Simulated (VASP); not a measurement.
# Ag (P-1) in VASP: single point with PBE

Aim: the single point of Ag with PBE.

Program: VASP 6.6.1. These are calculated values, not measurements. Logs are shortened: lines on timing, memory, paths and dates and some standing lists are left out, and cuts for length are marked.

## 1. The cell of the first run

The typed cell holds 2 atoms: a = 2.931 Å, b = 2.981 Å, c = 4.792 Å, α = 90.82°, β = 92.27°, γ = 121.69°.

## 2. Single point, PBE (equal xy, yz and zx shear strains of -4 %)

File INCAR:

```
  ALGO = Normal
  EDIFF = 1E-6
  ENCUT = 520
  GGA = PE
  ISIF = 2
  ISMEAR = -1
  LASPH = T
  LCHARG = F
  LREAL = F
  LWAVE = F
  NBANDS = 18
  NELM = 80
  PREC = Accurate
  SIGMA = 0.03
```

File KPOINTS:

```
k-points
0
Gamma
  13 13 7
```

File POSCAR:

```
Ag
1.0
    2.9299980804     -0.0585999616     -0.0585999616
   -1.5157480956      2.5667527515     -0.0214490746
   -0.0958000000     -0.0958000000      4.7900000000
Ag
2
Direct
    0.3333333333      0.6666666667      0.2500000000
    0.6666666667      0.3333333333      0.7500000000
```

Potentials or basis: VASP PAW PBE potentials, release 64 (Ag).

Command:

```sh
cat potpaw_PBE.64/Ag/POTCAR > POTCAR
mpirun -np 1 vasp_std > vasp.out
```

OUTCAR:

```text
EDIFF = 1E-6
   ENCUT = 520
   GGA = PE
   ISIF = 2
   ISMEAR = -1
   LASPH = T
   LREAL = F
   NELM = 80
   PREC = Accurate

 ion  position               nearest neighbor table
   1  0.333  0.667  0.250-   2 2.84   2 2.88   2 2.93   2 2.97   2 2.99   2 2.99
   2  0.667  0.333  0.750-   1 2.84   1 2.88   1 2.93   1 2.97   1 2.99   1 2.99

  LATTYP: Found a triclinic cell.
 ALAT       =     2.9809683057
 B/A-ratio  =     2.3877453935
 C/A-ratio  =     0.9832945355
 COS(alpha) =     0.0015844446
 COS(beta)  =     0.5253420106
 COS(gamma) =     0.6308573123

  Lattice vectors:

 A1 = (  -1.5157480956,   2.5667527515,  -0.0214490746)
 A2 = (  -0.0056981108,   5.1707055414,  -4.8914981108)
 A3 = (  -2.9299980804,   0.0585999616,   0.0585999616)

Analysis of symmetry for initial positions (statically):
=====================================================================
 Subroutine PRICEL returns:
 Original cell was already a primitive cell.

 Routine SETGRP: Setting up the symmetry group for a
 triclinic supercell.

 Subroutine GETGRP returns: Found  2 space group operations
 (whereof  2 operations were pure point group operations)
 out of a pool of  2 trial point group operations.

The static configuration has the point symmetry S_2 .

Analysis of symmetry for dynamics (positions and initial velocities):
=====================================================================
 Subroutine PRICEL returns:
 Original cell was already a primitive cell.

 Routine SETGRP: Setting up the symmetry group for a
 triclinic supercell.

 Subroutine GETGRP returns: Found  2 space group operations
 (whereof  2 operations were pure point group operations)
 out of a pool of  2 trial point group operations.

The dynamic configuration has the point symmetry S_2 .

 Subroutine INISYM returns: Found  2 space group operations
 (whereof  2 operations are pure point group operations),
 and found     1 'primitive' translations

----------------------------------------------------------------------------------------

                                     Primitive cell

  volume of cell :      35.5691

  direct lattice vectors                    reciprocal lattice vectors
     2.929998080 -0.058599962 -0.058599962     0.345600663  0.204179928  0.010995612
    -1.515748096  2.566752752 -0.021449075     0.008049347  0.394417979  0.008049347
    -0.095800000 -0.095800000  4.790000000     0.004264058  0.004264058  0.208938830

  length of vectors
     2.931169845  2.980968306  4.791915617     0.401559665  0.394582217  0.209025833

  position of ions in fractional coordinates (direct lattice)
     0.333333333  0.666666667  0.250000000
     0.666666667  0.333333333  0.750000000

  ion indices of the primitive-cell ions
   primitive index   ion index
                 1           1
                 2           2

----------------------------------------------------------------------------------------

 KPOINTS: k-points

Automatic generation of k-mesh.
 Grid dimensions read from file:
 generate k-points for:   13   13    7

 Generating k-lattice:

  Cartesian coordinates                     Fractional coordinates (reciprocal lattice)
     0.026584666  0.015706148  0.000845816     0.076923077  0.000000000  0.000000000
     0.000619181  0.030339845  0.000619181     0.000000000  0.076923077  0.000000000
     0.000609151  0.000609151  0.029848404     0.000000000  0.000000000  0.142857143

  Length of vectors
     0.030889205  0.030352478  0.029860833

  Shift w.r.t. Gamma in fractional coordinates (k-lattice)
     0.000000000  0.000000000  0.000000000

 Subroutine IBZKPT returns following result:
 ===========================================

 Found    592 irreducible k-points:

 Following reciprocal coordinates:
            Coordinates               Weight
  0.000000  0.000000  0.000000      1.000000
  0.076923  0.000000  0.000000      2.000000
  0.153846  0.000000  0.000000      2.000000
  0.230769 -0.000000  0.000000      2.000000
  0.307692  0.000000  0.000000      2.000000
  0.384615 -0.000000  0.000000      2.000000
[... 16 lines left out ...]
  0.153846  0.153846  0.000000      2.000000
  0.230769  0.153846  0.000000      2.000000
 [... further k-points ...]
   k-points           NKPTS =    592   k-points in BZ     NKDIM =    592   number of bands    NBANDS=     18
   number of dos      NEDOS =    301   number of ions     NIONS =      2
   total plane-waves  NPLWV =  20736
   dimension x,y,z NGX =    24 NGY =   24 NGZ =   36
   dimension x,y,z NGXF=    48 NGYF=   48 NGZF=   72
   ions per type =               2
   NGX,Y,Z   is equivalent  to a cutoff of  13.61, 13.38, 12.49 a.u.
   NGXF,Y,Z  is equivalent  to a cutoff of  27.22, 26.77, 24.98 a.u.
 SYSTEM =  unknown system
   PREC   = accura    normal or accurate (medium, high low for compatibility)
   ISTART =      0    job   : 0-new  1-cont  2-samecut
   ICHARG =      2    charge: 1-file 2-atom 10-const
   ISPIN  =      1    spin polarized calculation?
   LNONCOLLINEAR =      F non collinear calculations
   LSORBIT =      F    spin-orbit coupling
   LASPH  =      T    aspherical Exc in radial PAW
   ENCUT  =  520.0 eV  38.22 Ry    6.18 a.u.   5.45  5.54  8.91*2*pi/ulx,y,z
   NELM   =     80;   NELMIN=  2; NELMDL= -5     # of ELM steps
   EDIFF  = 0.1E-05   stopping-criterion for ELM
   LREAL  =      F    real-space projection
   EDIFFG = 0.1E-04   stopping-criterion for IOM
   NSW    =      0    number of steps for IOM
   IBRION =     -1    ionic relax: 0-MD 1-quasi-New 2-CG
   NFREE  =      0    steps in history (QN), initial steepest desc. (CG)
   ISIF   =      2    stress and relaxation
   ISYM   =      2    0-nonsym 1-usesym 2-fastsym
   POTIM  = 0.5000    time-step for ionic-motion
   TEBEG  =    0.0;   TEEND  =   0.0 temperature during run
   PSTRESS=    0.0 pullay stress
   NELECT =      22.0000    total number of electrons
   NUPDOWN=      -1.0000    fix difference up-down
   EMIN   =  10.00;   EMAX   =-10.00  energy-range for DOS
   EFERMI =   0.00;   METHOD = LEGACY
   ISMEAR =    -1;   SIGMA  =   0.03  broadening in eV -4-tet -1-fermi 0-gaus
   EFERMI_NEDOS =   21; number of points for ismear=-14 and -15
   IALGO  =     38    algorithm
   IMIX   =      4    mixing-type and parameters
     AMIX     =   0.40;   BMIX     =  1.00
     AMIX_MAG =   1.60;   BMIX_MAG =  1.00
  volume/ion in A,a.u.               =      17.78       120.02
  Fermi-wavevector in a.u.,A,eV,Ry     =   1.394842  2.635869 26.471269  1.945583
  Thomas-Fermi vector in A             =   2.518352
   LORBIT       =      0    0 simple, 1 ext, 2 COOP (PROOUT), +10 PAW based schemes
   GGA     = PE    functional components
   LHFCALC =     F    Hartree Fock is set to
   AEXX    =    0.0000 exact exchange contribution
   IVDW    =     0    specifies the selected vdW correction
   LEPSILON=     F    determine dielectric tensor
   LRPA    =     F    only Hartree local field effects (RPA)
 non-spin polarized calculation
  energy-cutoff  :      520.00
  volume of cell :       35.57
 maximum number of plane-waves:       981
 NGX is ok and might be reduce to    24
   NGX = 11   NGY = 11   NGZ = 17

 number of electron      21.9999996 magnetization

 Free energy of the ion-electron system (eV)
  ---------------------------------------------------
  ext. energy  EPLUGINS =         0.00000000
  ---------------------------------------------------
  free energy    TOTEN  =        -5.41783908 eV

  energy without entropy =       -5.41642204  energy(sigma->0) =       -5.41713056

 E-fermi :   7.9204     XC(G=0): -11.9578

 val. band max:        7.9187575891   @ k =  -0.3077  -0.0769   0.4286
 cond. band min:       7.9252533301   @ k =  -0.3077  -0.4615   0.1429
 fundamental gap:      0.0064957410
 Fermi energy:         7.9204127793

 k-point     1 :       0.0000    0.0000    0.0000
  band No.  band energies     occupation
      1       0.3953      2.00000
      2       1.7184      2.00000
      3       3.1119      2.00000
      4       3.1451      2.00000
      5       3.3551      2.00000
      6       3.4491      2.00000
[... 10 lines left out ...]
     17      25.4195      0.00000
     18      26.1933      0.00000

 k-point     2 :       0.0769    0.0000    0.0000
  band No.  band energies     occupation
      1       0.5608      2.00000
      2       1.8144      2.00000
      3       3.1092      2.00000
      4       3.2141      2.00000
      5       3.4153      2.00000
      6       3.4639      2.00000
[... 10 lines left out ...]
     17      25.4264      0.00000
     18      26.0297      0.00000

 k-point     3 :       0.1538    0.0000    0.0000
  band No.  band energies     occupation
      1       1.0278      2.00000
      2       2.0496      2.00000
      3       3.0113      2.00000
      4       3.4171      2.00000
      5       3.4623      2.00000
      6       3.4939      2.00000
[... 10 lines left out ...]
     17      25.5556      0.00000
     18      25.6787      0.00000

 k-point     4 :       0.2308   -0.0000    0.0000
  band No.  band energies     occupation
      1       1.6530      2.00000
      2       2.2142      2.00000
      3       2.9610      2.00000
      4       3.0617      2.00000
      5       3.3892      2.00000
      6       3.4746      2.00000
[... 10 lines left out ...]
     17      23.7426      0.00000
     18      25.1292      0.00000

 k-point     5 :       0.3077    0.0000    0.0000
  band No.  band energies     occupation
      1       2.0219      2.00000
      2       2.1526      2.00000
      3       2.5781      2.00000
      4       3.2775      2.00000
      5       3.3591      2.00000
      6       3.5140      2.00000
[... 10 lines left out ...]
     17      22.8936      0.00000
     18      23.9464      0.00000

 k-point     6 :       0.3846   -0.0000    0.0000
  band No.  band energies     occupation
      1       1.9111      2.00000
      2       2.1457      2.00000
      3       2.2706      2.00000
      4       3.1604      2.00000
      5       3.5119      2.00000
      6       3.7474      2.00000
[... 10 lines left out ...]
     17      20.6806      0.00000
     18      23.5267      0.00000

 k-point     7 :       0.4615   -0.0000    0.0000
  band No.  band energies     occupation
      1       1.8075      2.00000
      2       2.1020      2.00000
      3       2.1196      2.00000
      4       3.0954      2.00000
      5       3.4788      2.00000
      6       3.8357      2.00000
[... 10 lines left out ...]
     17      18.9556      0.00000
     18      23.1143      0.00000

 k-point     8 :      -0.0000    0.0769    0.0000
  band No.  band energies     occupation
      1       0.5542      2.00000
      2       1.8086      2.00000
      3       3.0432      2.00000
      4       3.2487      2.00000
      5       3.3692      2.00000
      6       3.4859      2.00000
[... 10 lines left out ...]
     17      25.4199      0.00000
     18      26.0748      0.00000
[... 229 lines left out ...]
     17      25.5812      0.00000
     18      25.9691      0.00000

 k-point    20 :      -0.0769    0.0769   -0.0000
  band No.  band energies     occupation
      1       0.5470      2.00000
      2       1.8010      2.00000
      3       2.9995      2.00000
      4       3.2349      2.00000
      5       3.3659      2.00000
      6       3.5165      2.00000
[... 10 lines left out ...]
     17      25.4152      0.00000
     18      26.2532      0.00000

 k-point    21 :      -0.0000    0.1538    0.0000
  band No.  band energies     occupation
      1       1.0019      2.00000
      2       2.0252      2.00000
      3       2.9398      2.00000
      4       3.3196      2.00000
      5       3.4276      2.00000
      6       3.5404      2.00000
[... 10 lines left out ...]
     17      25.3539      0.00000
     18      25.7383      0.00000

 k-point    22 :       0.0769    0.1538    0.0000
  band No.  band energies     occupation
      1       1.4298      2.00000
      2       2.1955      2.00000
      3       2.8981      2.00000
      4       3.1924      2.00000
      5       3.3298      2.00000
      6       3.4971      2.00000
[... 10 lines left out ...]
     17      24.8442      0.00000
     18      25.4380      0.00000

 k-point    23 :       0.1538    0.1538    0.0000
  band No.  band energies     occupation
      1       2.0087      2.00000
      2       2.3965      2.00000
      3       2.7448      2.00000
      4       2.8380      2.00000
      5       3.2574      2.00000
      6       3.3905      2.00000
[... 10 lines left out ...]
     17      23.7521      0.00000
     18      24.8358      0.00000

 k-point    24 :       0.2308    0.1538    0.0000
  band No.  band energies     occupation
      1       2.3410      2.00000
      2       2.3812      2.00000
      3       2.5024      2.00000
      4       2.9478      2.00000
      5       3.1318      2.00000
      6       3.4842      2.00000
[... 10 lines left out ...]
     17      22.4227      0.00000
     18      23.2051      0.00000

 [... further k-points ...]

------------------------ aborting loop because EDIFF is reached ----------------------------------------

  FORCE on cell =-STRESS in cart. coord.  units (eV):
  Direction    XX          YY          ZZ          XY          YZ          ZX
  --------------------------------------------------------------------------------------
  -------------------------------------------------------------------------------------
  Total       -0.0838948      0.0547823      0.3697941      0.2872101      0.2162583      0.2149777
  in kB       -3.7789683      2.4676197     16.6570534     12.9371293      9.7411673      9.6834814
  external PRESSURE =       5.1152349 kB  Pullay stress =       0.0000000 kB

 VOLUME and BASIS-vectors are now :
 -----------------------------------------------------------------------------
  energy-cutoff  :      520.00
  volume of cell :       35.57
      direct lattice vectors                 reciprocal lattice vectors
     2.929998080 -0.058599962 -0.058599962     0.345600663  0.204179928  0.010995612
    -1.515748096  2.566752752 -0.021449075     0.008049347  0.394417979  0.008049347
    -0.095800000 -0.095800000  4.790000000     0.004264058  0.004264058  0.208938830

 POSITION                                       TOTAL-FORCE (eV/Angst)
 -----------------------------------------------------------------------------------
     -0.05778      1.66769      1.16367         0.072645      0.000705      0.021072
      1.37623      0.74467      3.54628        -0.072645     -0.000705     -0.021072
 -----------------------------------------------------------------------------------
    total drift:                               -0.000000      0.000000     -0.000000

  FREE ENERGIE OF THE ION-ELECTRON SYSTEM (eV)
  ---------------------------------------------------
  free  energy   TOTEN  =        -5.4178390804 eV

  energy  without entropy=       -5.4164220449  energy(sigma->0) =       -5.41713056
```

Wall time 4.3 min (1 thread of Intel Xeon 8259CL, shared host); peak memory 0.41 GiB.

What came out:

| Quantity | Value |
| --- | --- |
| Free energy | -5.4178 eV |
| Pressure | 0.5 GPa |
| Largest force | 0.076 eV/Å |
| Band gap on the k mesh | zero (bands 11 and 12 overlap by 6.69 eV) |

Forces on the atoms (eV/Å):
```
Ag   0.073  0.001  0.021
Ag  -0.073 -0.001 -0.021
```

Stress tensor (GPa, compression positive):
```
-0.38  1.29  0.97
 1.29  0.25  0.97
 0.97  0.97  1.67
```

Caveat: the cell differs from its parent crystal (equal xy, yz and zx shear strains of -4 %).
